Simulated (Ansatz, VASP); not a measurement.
## One calculation of BAs, two programs

File INCAR:

```
SYSTEM = BAs
  ALGO = Normal
  EDIFF = 1E-7
  ENCUT = 520
  GGA = PS
  ISIF = 2
  ISMEAR = -1
  LASPH = .True.
  LCHARG = .False.
  LREAL = .False.
  LWAVE = .False.
  NBANDS = 11
  NELM = 60
  PREC = Accurate
  SIGMA = 0.05
```

Contents of KPOINTS:

```
k-points
0
Gamma
  14 14 14
  0 0 0
```

POSCAR

```
BAs
1.0
    0.0000000000      2.3351338051      2.3351338051
    2.3351338051      0.0000000000      2.3351338051
    2.3351338051      2.3351338051      0.0000000000
B As
1 1
Direct
    0.0000000000      0.0000000000      0.0000000000
    0.2500000000      0.2500000000      0.2500000000
```

Input for Ansatz:

```yaml
crystal:
  lattice:
    - [0.0, 2.3351338051, 2.3351338051]
    - [2.3351338051, 0.0, 2.3351338051]
    - [2.3351338051, 2.3351338051, 0.0]
  atoms:
    - { symbol: B, position: [0.0, 0.0, 0.0] }
    - { symbol: As, position: [0.25, 0.25, 0.25] }
kpoints:
  mp_grid: { grid: [14, 14, 14] }
scf:
  occupations: { method: fermi_dirac, width: 0.05 }
hamiltonian:
  xc: pbesol
  pseudopotentials: { kind: paw }
output:
  forces: true
  stress: true
  eigenvalues: true
  populations: true
```

Change from the starting cell: volume scaled by 0.94, PAW files.

Alike in both runs: task single point; functional PBEsol; k mesh 14 × 14 × 14; occupations fermi-dirac, width 0.05 eV; no spin polarisation.

|  | VASP | Ansatz |
| --- | --- | --- |
| version | VASP 6.6.1 | Ansatz 0.2.0 |
| potentials or method | VASP PAW PBE potentials, release 64 (B, As) | PAW with Ansatz's default frozen-core files, scalar-relativistic |
| plane-wave cutoff (eV) | 520 | 420 |
| valence electrons in the cell | 8 | 18 |

Ansatz gave:

```
pressure (GPa) : 9.9
```

Problem. Estimate VASP's values.

Solution. Pressure (GPa): 11.0.

VASP's potentials were made for PBE, not for PBEsol. VASP's potentials hold 8 valence electrons a cell and Ansatz's 18, so a difference there can come from the potentials and not from the codes.
